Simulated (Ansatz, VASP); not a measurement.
## One calculation of ScTi3N3, two programs

```
CELL_PARAMETERS angstrom
4.30382 0.00000 0.00000
0.00000 4.30382 0.00000
0.00000 0.00000 4.30382
ATOMIC_POSITIONS crystal
Sc 0.00000 0.00000 0.00000
Ti 0.50000 0.00000 0.50000
Ti 0.50000 0.50000 0.00000
Ti 0.00000 0.50000 0.50000
N 0.50000 0.00000 0.00000
N 0.00000 0.50000 0.00000
N 0.00000 0.00000 0.50000
```

Alike in both runs: task single point; functional PBE; k mesh 6 × 6 × 6; occupations gaussian, width 0.2 eV; no spin polarisation.

|  | VASP | Ansatz |
| --- | --- | --- |
| version | VASP 6.6.1 | Ansatz 0.2.0 |
| potentials or method | VASP PAW PBE potentials, release 64 (Sc_sv, Ti_sv, N), cutoff 520 eV | scalar-relativistic, plane waves, PAW |
| valence electrons in the cell | 62 | 62 |

|  | VASP | Ansatz | Ansatz less VASP |
| --- | --- | --- | --- |
| gap on the k mesh at the Fermi level (eV) | none | none | - |
| pressure (GPa) | 0.8 | 0.2 | -0.60 |

A gap of «none» marks a metal or a gap that the smearing closes.
